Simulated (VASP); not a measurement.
# Pd (Fm-3m) in VASP: notebook

Pd is run at these levels: PBE; tasks: single point.

Everything below comes from runs of VASP 6.6.1. Logs are shortened: lines on timing, memory, paths and dates and some standing lists are left out, and cuts for length are marked.

## 1. The cell of the first run

It takes space group Fm-3m (No. 225, cubic). Conventional cell: a = 3.947 Å, b = 3.947 Å, c = 3.947 Å, α = 90.00°, β = 90.00°, γ = 90.00°. Within 3.7 Å of Pd (site symmetry m-3m) lie 12 Pd at 2.79 Å.

## 2. Single point, PBE, collinear spin, ferromagnetic start

The input, INCAR:

```
SYSTEM = Pd
PREC = Accurate
ENCUT = 520
EDIFF = 1E-6
ISMEAR = -1
SIGMA = 0.01
LREAL = .False.
LASPH = .True.
NELM = 150
ALGO = Normal
ISIF = 2
LWAVE = .False.
LCHARG = .False.
ISPIN = 2
MAGMOM = 0.288
LORBIT = 11
LMAXMIX = 4
GGA = PE
NBANDS = 15
```

The input, KPOINTS:

```
Automatic mesh
0
Gamma
  14 14 14
  0 0 0
```

The input, POSCAR:

```
Pd
1.0
    0.0000000000      1.9737080107      1.9737080107
    1.9737080107      0.0000000000      1.9737080107
    1.9737080107      1.9737080107      0.0000000000
Pd
1
Direct
    0.0000000000      0.0000000000      0.0000000000
```

Potentials or basis: VASP PAW PBE potentials, release 64 (Pd).

Launch:

```
> cat potpaw_PBE.64/Pd/POTCAR > POTCAR
> mpirun -np 1 vasp_std > vasp.out
```

OUTCAR:

```text
SYSTEM = Pd
   PREC = Accurate
   ENCUT = 520
   EDIFF = 1E-6
   ISMEAR = -1
   LREAL = .False.
   LASPH = .True.
   NELM = 150
   ISIF = 2
   ISPIN = 2
   LORBIT = 11
   GGA = PE

 ion  position               nearest neighbor table
   1  0.000  0.000  0.000-

  LATTYP: Found a face centered cubic cell.
 ALAT       =     3.9474160214

  Lattice vectors:

 A1 = (   0.0000000000,   1.9737080107,   1.9737080107)
 A2 = (   1.9737080107,   0.0000000000,   1.9737080107)
 A3 = (   1.9737080107,   1.9737080107,   0.0000000000)

Analysis of symmetry for initial positions (statically):
=====================================================================
 Subroutine PRICEL returns:
 Original cell was already a primitive cell.

 Routine SETGRP: Setting up the symmetry group for a
 face centered cubic supercell.

 Subroutine GETGRP returns: Found 48 space group operations
 (whereof 48 operations were pure point group operations)
 out of a pool of 48 trial point group operations.

The static configuration has the point symmetry O_h .

Analysis of symmetry for dynamics (positions and initial velocities):
=====================================================================
 Subroutine PRICEL returns:
 Original cell was already a primitive cell.

 Routine SETGRP: Setting up the symmetry group for a
 face centered cubic supercell.

 Subroutine GETGRP returns: Found 48 space group operations
 (whereof 48 operations were pure point group operations)
 out of a pool of 48 trial point group operations.

The dynamic configuration has the point symmetry O_h .

Analysis of structural, dynamic, and magnetic symmetry:
=====================================================================
 Subroutine PRICEL returns:
 Original cell was already a primitive cell.

 Routine SETGRP: Setting up the symmetry group for a
 face centered cubic supercell.

 Subroutine GETGRP returns: Found 48 space group operations
 (whereof 48 operations were pure point group operations)
 out of a pool of 48 trial point group operations.

The overall configuration has the point symmetry O_h .

 Subroutine INISYM returns: Found 48 space group operations
 (whereof 48 operations are pure point group operations),
 and found     1 'primitive' translations

----------------------------------------------------------------------------------------

                                     Primitive cell

  volume of cell :      15.3773

  direct lattice vectors                    reciprocal lattice vectors
     0.000000000  1.973708011  1.973708011    -0.253330278  0.253330278  0.253330278
     1.973708011  0.000000000  1.973708011     0.253330278 -0.253330278  0.253330278
     1.973708011  1.973708011  0.000000000     0.253330278  0.253330278 -0.253330278

  length of vectors
     2.791244637  2.791244637  2.791244637     0.438780913  0.438780913  0.438780913

  position of ions in fractional coordinates (direct lattice)
     0.000000000  0.000000000  0.000000000

  ion indices of the primitive-cell ions
   primitive index   ion index
                 1           1

----------------------------------------------------------------------------------------

 KPOINTS: Automatic mesh

Automatic generation of k-mesh.
 Grid dimensions read from file:
 generate k-points for:   14   14   14

 Generating k-lattice:

  Cartesian coordinates                     Fractional coordinates (reciprocal lattice)
    -0.018095020  0.018095020  0.018095020     0.071428571  0.000000000  0.000000000
     0.018095020 -0.018095020  0.018095020     0.000000000  0.071428571  0.000000000
     0.018095020  0.018095020 -0.018095020     0.000000000  0.000000000  0.071428571

  Length of vectors
     0.031341494  0.031341494  0.031341494

  Shift w.r.t. Gamma in fractional coordinates (k-lattice)
     0.000000000  0.000000000  0.000000000

 Subroutine IBZKPT returns following result:
 ===========================================

 Found    104 irreducible k-points:

 Following reciprocal coordinates:
            Coordinates               Weight
  0.000000  0.000000  0.000000      1.000000
  0.071429  0.000000  0.000000      8.000000
  0.142857  0.000000  0.000000      8.000000
  0.214286  0.000000  0.000000      8.000000
  0.285714  0.000000  0.000000      8.000000
  0.357143  0.000000  0.000000      8.000000
[... 16 lines left out ...]
  0.214286  0.142857  0.000000     24.000000
  0.285714  0.142857  0.000000     24.000000
 [... further k-points ...]
   k-points           NKPTS =    104   k-points in BZ     NKDIM =    104   number of bands    NBANDS=     15
   number of dos      NEDOS =    301   number of ions     NIONS =      1
   total plane-waves  NPLWV =  13824
   dimension x,y,z NGX =    24 NGY =   24 NGZ =   24
   dimension x,y,z NGXF=    48 NGYF=   48 NGZF=   48
   ions per type =               1
   NGX,Y,Z   is equivalent  to a cutoff of  14.29, 14.29, 14.29 a.u.
   NGXF,Y,Z  is equivalent  to a cutoff of  28.59, 28.59, 28.59 a.u.
 SYSTEM =  Pd
   PREC   = accura    normal or accurate (medium, high low for compatibility)
   ISTART =      0    job   : 0-new  1-cont  2-samecut
   ICHARG =      2    charge: 1-file 2-atom 10-const
   ISPIN  =      2    spin polarized calculation?
   LNONCOLLINEAR =      F non collinear calculations
   LSORBIT =      F    spin-orbit coupling
   LASPH  =      T    aspherical Exc in radial PAW
   ENCUT  =  520.0 eV  38.22 Ry    6.18 a.u.   5.19  5.19  5.19*2*pi/ulx,y,z
   NELM   =    150;   NELMIN=  2; NELMDL= -5     # of ELM steps
   EDIFF  = 0.1E-05   stopping-criterion for ELM
   LREAL  =      F    real-space projection
   EDIFFG = 0.1E-04   stopping-criterion for IOM
   NSW    =      0    number of steps for IOM
   IBRION =     -1    ionic relax: 0-MD 1-quasi-New 2-CG
   NFREE  =      0    steps in history (QN), initial steepest desc. (CG)
   ISIF   =      2    stress and relaxation
   ISYM   =      2    0-nonsym 1-usesym 2-fastsym
   POTIM  = 0.5000    time-step for ionic-motion
   TEBEG  =    0.0;   TEEND  =   0.0 temperature during run
   PSTRESS=    0.0 pullay stress
   NELECT =      10.0000    total number of electrons
   NUPDOWN=      -1.0000    fix difference up-down
   EMIN   =  10.00;   EMAX   =-10.00  energy-range for DOS
   EFERMI =   0.00;   METHOD = LEGACY
   ISMEAR =    -1;   SIGMA  =   0.01  broadening in eV -4-tet -1-fermi 0-gaus
   EFERMI_NEDOS =   21; number of points for ismear=-14 and -15
   IALGO  =     38    algorithm
   IMIX   =      4    mixing-type and parameters
     AMIX     =   0.40;   BMIX     =  1.00
     AMIX_MAG =   1.60;   BMIX_MAG =  1.00
  volume/ion in A,a.u.               =      15.38       103.77
  Fermi-wavevector in a.u.,A,eV,Ry     =   1.418345  2.680284 27.370881  2.011703
  Thomas-Fermi vector in A             =   2.539480
   LORBIT       =     11    0 simple, 1 ext, 2 COOP (PROOUT), +10 PAW based schemes
   GGA     = PE    functional components
   LHFCALC =     F    Hartree Fock is set to
   AEXX    =    0.0000 exact exchange contribution
   IVDW    =     0    specifies the selected vdW correction
   LEPSILON=     F    determine dielectric tensor
   LRPA    =     F    only Hartree local field effects (RPA)
 spin polarized calculation
  energy-cutoff  :      520.00
  volume of cell :       15.38
 maximum number of plane-waves:       428
 NGX is ok and might be reduce to    24
   NGX = 11   NGY = 11   NGZ = 11

 number of electron      10.0000000 magnetization       0.4635873

 Free energy of the ion-electron system (eV)
  ---------------------------------------------------
  ext. energy  EPLUGINS =         0.00000000
  ---------------------------------------------------
  free energy    TOTEN  =        -5.21415660 eV

  energy without entropy =       -5.21342488  energy(sigma->0) =       -5.21379074

 E-fermi :   9.1407     XC(G=0): -12.9266

 val. band max:        9.1404790707   @ k =   0.5000   0.2143   0.0714
 cond. band min:       9.1407589556   @ k =   0.5000   0.4286   0.0000
 fundamental gap:      0.0002798849
 Fermi energy:         9.1407041500

 spin component 1

 k-point     1 :       0.0000    0.0000    0.0000
  band No.  band energies     occupation
      1       2.2533      1.00000
      2       6.2606      1.00000
      3       6.2606      1.00000
      4       6.2606      1.00000
      5       7.7942      1.00000
      6       7.7942      1.00000
      7      26.2505      0.00000
      8      30.7886      0.00000
      9      30.7886      0.00000
     10      30.7886      0.00000
     11      35.1703      0.00000
     12      36.0611      0.00000
     13      38.8217      0.00000
     14      38.8217      0.00000
     15      38.8217      0.00000
[... 397 lines left out ...]
 k-point    24 :       0.2857    0.1429    0.0000
  band No.  band energies     occupation
      1       4.2686      1.00000
      2       5.5743      1.00000
      3       6.5739      1.00000
      4       6.9450      1.00000
      5       7.9457      1.00000
      6       8.3136      1.00000
      7      24.0603      0.00000
      8      27.4808      0.00000
      9      28.3975      0.00000
     10      30.3624      0.00000
     11      34.4825      0.00000
     12      35.5114      0.00000
     13      36.7842      0.00000
     14      37.0968      0.00000
     15      40.2208      0.00000

 [... further k-points ...]

 spin component 2

 k-point     1 :       0.0000    0.0000    0.0000
  band No.  band energies     occupation
      1       2.2951      1.00000
      2       6.6219      1.00000
      3       6.6219      1.00000
      4       6.6219      1.00000
      5       8.0880      1.00000
      6       8.0880      1.00000
      7      26.2734      0.00000
      8      30.8090      0.00000
      9      30.8090      0.00000
     10      30.8090      0.00000
     11      35.5927      0.00000
     12      36.1994      0.00000
     13      38.9157      0.00000
     14      38.9157      0.00000
     15      38.9157      0.00000
[... 397 lines left out ...]
 k-point    24 :       0.2857    0.1429    0.0000
  band No.  band energies     occupation
      1       4.3617      1.00000
      2       5.8828      1.00000
      3       6.8793      1.00000
      4       7.2925      1.00000
      5       8.2514      1.00000
      6       8.6369      1.00000
      7      24.1540      0.00000
      8      27.5222      0.00000
      9      28.4822      0.00000
     10      30.4313      0.00000
     11      34.6600      0.00000
     12      36.0369      0.00000
     13      36.8454      0.00000
     14      37.1737      0.00000
     15      40.3226      0.00000

 [... further k-points ...]
[... 5 lines left out ...]
  --------------------------------------------------------------------------------------
  -------------------------------------------------------------------------------------
  Total       -0.0289839     -0.0289839     -0.0289839      0.0000000      0.0000000     -0.0000000
  in kB       -3.0198765     -3.0198765     -3.0198765      0.0000000      0.0000000     -0.0000000
  external PRESSURE =      -3.0198765 kB  Pullay stress =       0.0000000 kB

 VOLUME and BASIS-vectors are now :
 -----------------------------------------------------------------------------
  energy-cutoff  :      520.00
  volume of cell :       15.38
      direct lattice vectors                 reciprocal lattice vectors
     0.000000000  1.973708011  1.973708011    -0.253330278  0.253330278  0.253330278
     1.973708011  0.000000000  1.973708011     0.253330278 -0.253330278  0.253330278
     1.973708011  1.973708011  0.000000000     0.253330278  0.253330278 -0.253330278

 POSITION                                       TOTAL-FORCE (eV/Angst)
 -----------------------------------------------------------------------------------
      0.00000      0.00000      0.00000         0.000000      0.000000      0.000000
 -----------------------------------------------------------------------------------
    total drift:                               -0.000000      0.000000     -0.000000

  FREE ENERGIE OF THE ION-ELECTRON SYSTEM (eV)
  ---------------------------------------------------
  free  energy   TOTEN  =        -5.2141566022 eV

  energy  without entropy=       -5.2134248845  energy(sigma->0) =       -5.21379074

 total charge

# of ion       s       p       d       tot
------------------------------------------
    1        0.471   0.436   8.450   9.357

 magnetization (x)

# of ion       s       p       d       tot
------------------------------------------
    1        0.002  -0.005   0.464   0.461
```

It took 81 s on 1 thread of Intel Xeon 8259CL, shared host; peak memory 0.17 GiB.

Results:

* Free energy: -5.2142 eV
* Pressure: -0.3 GPa
* Net moment: 0.46 μB per cell
* Site moments: Pd +0.46 μB
* Valence electrons inside the program's atomic spheres: Pd 9.36

## 3. Single point, PBE, collinear spin, ferromagnetic start

The input, INCAR:

```
PREC     = Accurate       # precision mode
ENCUT    = 520            # plane-wave cutoff, eV
EDIFF    = 1E-6           # SCF threshold, eV
ISMEAR   = -1             # smearing method
SIGMA    = 0.03           # smearing width, eV
LREAL    = False          # projectors in reciprocal space
LASPH    = True           # aspherical terms in the spheres
NELM     = 150            # most SCF steps
ALGO     = Normal         # electronic algorithm
ISIF     = 2              # what is computed and relaxed
LWAVE    = False          # write WAVECAR
LCHARG   = False          # write CHGCAR
ISPIN    = 2              # spin polarisation
MAGMOM   = 0.288          # initial moments
LORBIT   = 11             # projections on sites
LMAXMIX  = 4              # l up to which the mixer works
GGA      = PE             # functional
NBANDS   = 15             # bands
```

The input, KPOINTS:

```
Automatic mesh
0
Gamma
  14 14 14
```

POSCAR is that of step 2.

Potentials or basis: VASP PAW PBE potentials, release 64 (Pd).

Launch:

```
> cat potpaw_PBE.64/Pd/POTCAR > POTCAR
> mpirun -np 1 vasp_std > vasp.out
```

Run time: 78 s. Hardware: 1 thread of Intel Xeon 8259CL, shared host; peak memory 0.17 GiB.

The run converged. Its results:

```
Free energy                                           : -5.2167 eV
Pressure                                              : -0.3 GPa
Net moment                                            : 0.45 μB per cell
Site moments                                          : Pd +0.45 μB
Valence electrons inside the program's atomic spheres : Pd 9.36
```

Levels at points of the mesh, in eV from the Fermi level:
Spin up:
| k point | band 3 | band 4 | band 5 | band 6 | band 7 | band 8 |
| --- | --- | --- | --- | --- | --- | --- |
| (0.00, 0.00, 0.00) | -2.87 | -2.87 | -1.34 | -1.34 | 17.11 | 21.65 |
| (0.50, 0.00, 0.00) | -2.89 | -0.25 | -0.25 | 1.06 | 6.84 | 16.47 |
| (0.50, 0.50, 0.00) | -0.25 | 0.02 | 0.02 | 3.29 | 10.22 | 12.91 |
Spin down:
| k point | band 2 | band 3 | band 4 | band 5 | band 6 | band 7 | band 8 | band 9 |
| --- | --- | --- | --- | --- | --- | --- | --- | --- |
| (0.00, 0.00, 0.00) | -2.52 | -2.52 | -2.52 | -1.05 | -1.05 | 17.13 | 21.67 | 21.67 |
| (0.50, 0.00, 0.00) | -2.59 | -2.59 | 0.11 | 0.11 | 1.07 | 7.07 | 16.47 | 20.70 |
| (0.50, 0.50, 0.00) | -4.67 | 0.05 | 0.43 | 0.43 | 3.33 | 10.38 | 12.96 | 12.96 |

[end of part 1 of 3]
